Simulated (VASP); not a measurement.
**AgCl: single point with PBE**

AgCl:

```
CELL_PARAMETERS angstrom
0.00000 2.69378 2.80602
2.69378 0.00000 2.80602
2.69378 2.69378 0.00000
ATOMIC_POSITIONS crystal
Ag 0.49252 0.50748 0.50748
Cl 0.02277 0.97723 0.97723
```

```
Program                : VASP 6.6.1
Task                   : single point
Functional             : PBE
Potentials or basis    : VASP PAW PBE potentials, release 64 (Ag, Cl)
Cutoff                 : 520 eV
k mesh                 : 8 × 8 × 8
Occupations            : gaussian, width 0.05 eV
Spin                   : no spin polarisation
Dipole correction      : no
Further INCAR settings : ALGO = Normal; EDIFF = 1e-06; NBANDS = 16
```

```
Pressure               : 4.9 GPa
Largest force          : 0.393 eV/Å
Band gap on the k mesh : 0.82 eV, indirect (least direct gap 2.84 eV)
```

Forces on the atoms (eV/Å):
```
Ag  -0.393  0.000  0.000
Cl   0.393  0.000  0.000
```

Stress tensor (GPa, compression positive):
```
6.69 0.00 0.00
0.00 4.77 0.00
0.00 0.00 3.14
```

Levels at points of the mesh, in eV from the valence-band top:
```csv
k point,band 6,band 7,band 8,band 9,band 10,band 11,band 12,band 13
"(0.00, 0.00, 0.00)",-2.71,-2.32,-2.26,-2.02,0.82,10.55,10.64,10.65
"(0.50, 0.00, 0.00)",-2.34,-2.00,-0.28,0.00,4.05,6.68,7.33,7.78
"(0.50, 0.50, 0.00)",-2.30,-2.23,-2.21,-2.11,2.27,7.91,8.41,11.96
"(0.50, 0.00, 0.50)",-2.32,-2.23,-2.21,-2.08,2.21,7.65,8.82,11.33
"(0.00, 0.50, 0.50)",-2.47,-2.24,-2.21,-2.10,2.21,7.77,8.91,11.23
```

Wall time 68 s on 1 thread of AMD EPYC 7R43 64-Core Processor (Zen 3), on a shared host, peak memory 0.17 GiB.

A k mesh can miss the band edges. PBE gaps usually lie below the measured ones, often by a third to a half.
